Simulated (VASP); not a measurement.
Crystal: Te.

```xyz
1
Lattice="2.3059 1.3313 1.6910 -2.3059 1.3313 1.6910 0.0000 -2.6626 1.6910" Properties=species:S:1:pos:R:3 pbc="T T T"
Te    0.0000    0.0000    2.5364
```

Base run:

- Program: VASP 6.6.1
- Functional: r2SCAN0
- Dispersion: D3(BJ)
- Potentials or basis: VASP PAW PBE potentials, release 64 (Te)
- Cutoff: 440 eV
- k mesh: 6 × 6 × 6
- Occupations: methfessel-paxton, width 0.1 eV
- Spin: no spin polarisation

Its results: band gap on the k mesh zero (bands 3 and 4 overlap by 6.75 eV); pressure -2.8 GPa.

Question: The run is repeated on the same cell with these changes: functional from r2SCAN0 to HSE06; cutoff from 440 eV to 400 eV; occupations from methfessel-paxton, width 0.1 eV to fermi-dirac, width 0.15 eV. What comes out?

Answer: Band gap on the k mesh zero (bands 3 and 4 overlap by 5.76 eV); pressure -3.8 GPa.

Caveats: the PAW data sets were made with another functional, which shifts forces and pressure a little; spin-orbit coupling is left out, which moves the levels of the heavy elements; three body term missing (at least some runs); the cell stands under tension (at least some runs).
